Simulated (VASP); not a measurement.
Crystal: InSe.

```
In Se
1.0
     5.87913   -2.05490    0.06814
     5.87913    2.05490    0.06814
    -1.68332    0.00000    4.38589
In Se
2 2
Direct
  0.11320 0.11320 0.96513
  0.88680 0.88680 0.03487
  0.34258 0.34258 0.35094
  0.65742 0.65742 0.64906
```

Base run:

| Property | Result |
| --- | --- |
| Program | VASP 6.6.1 |
| Functional | PBE |
| Potentials or basis | VASP PAW PBE potentials, release 64 (In_d, Se) |
| Cutoff | 520 eV |
| k mesh | 6 × 6 × 6 |
| Occupations | gaussian, width 0.01 eV |
| Spin | no spin polarisation |

Its results: band gap on the k mesh 0.99 eV, indirect (least direct gap 1.25 eV); pressure 2.6 GPa; largest force 0.245 eV/Å.

Task: The run is repeated on the same cell with these changes: functional from PBE to r2SCAN; further incar settings from ALGO = Normal; EDIFF = 1e-07; NBANDS = 27 to ALGO = Normal; EDIFF = 1e-06; NBANDS = 27. What comes out?

Result: Band gap on the k mesh 1.35 eV, indirect (least direct gap 1.61 eV); pressure 0.9 GPa; largest force 0.015 eV/Å.

Caveats: spin-orbit coupling is left out, which moves the levels of the heavy elements; the PAW data sets were made with another functional, which shifts forces and pressure a little (some runs).

A k mesh can miss the band edges.
